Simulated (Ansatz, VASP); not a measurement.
TaN in VASP and in Ansatz

```
Ta N
1.0
     2.93800    0.00000    0.00000
    -1.46900    2.54438    0.00000
     0.00000    0.00000    2.88300
Ta N
1 1
Direct
  0.33333 0.66667 0.50000
  0.00000 0.00000 0.00000
```

Alike in both runs: task relaxation of cell and atoms; functional PBEsol-based screened hybrid with a share of 0.25 of exact exchange and HFSCREEN = 0.207; k mesh 5 × 5 × 5; occupations fermi-dirac, width 0.05 eV; no spin polarisation.

|  | VASP | Ansatz |
| --- | --- | --- |
| version | VASP 6.6.1 | Ansatz 0.2.0 |
| potentials or method | VASP PAW PBE potentials, release 64 (Ta_pv, N) | Ansatz PAW |
| plane-wave cutoff (eV) | 600 | 420 |
| valence electrons in the cell | 16 | 18 |

Ansatz gave:

- gap on the k mesh at the Fermi level, each at its own relaxed structure (eV): none
- relaxed volume (Å³/atom): 10.50
- relaxed length of the cell vector where the two differ most in proportion (Å): 2.913

Task: Which values does VASP return?

Result: gap on the k mesh at the Fermi level, each at its own relaxed structure (eV): none; relaxed volume (Å³/atom): 10.48; relaxed length of the cell vector where the two differ most in proportion (Å): 2.912.

VASP's potentials were made for PBE, not for PBEsol-based screened hybrid. A gap of «none» marks a metal or a gap that the smearing closes. VASP's potentials hold 16 valence electrons a cell and Ansatz's 18, so a difference there can come from the potentials and not from the codes.

The k mesh is coarse, so the values compare programs but aren't converged. Neither program's run includes spin-orbit coupling. Noted on Ansatz's run: the plane-wave basis is chosen anew once the cell has moved, so the energies of steps on either side of that aren't comparable.
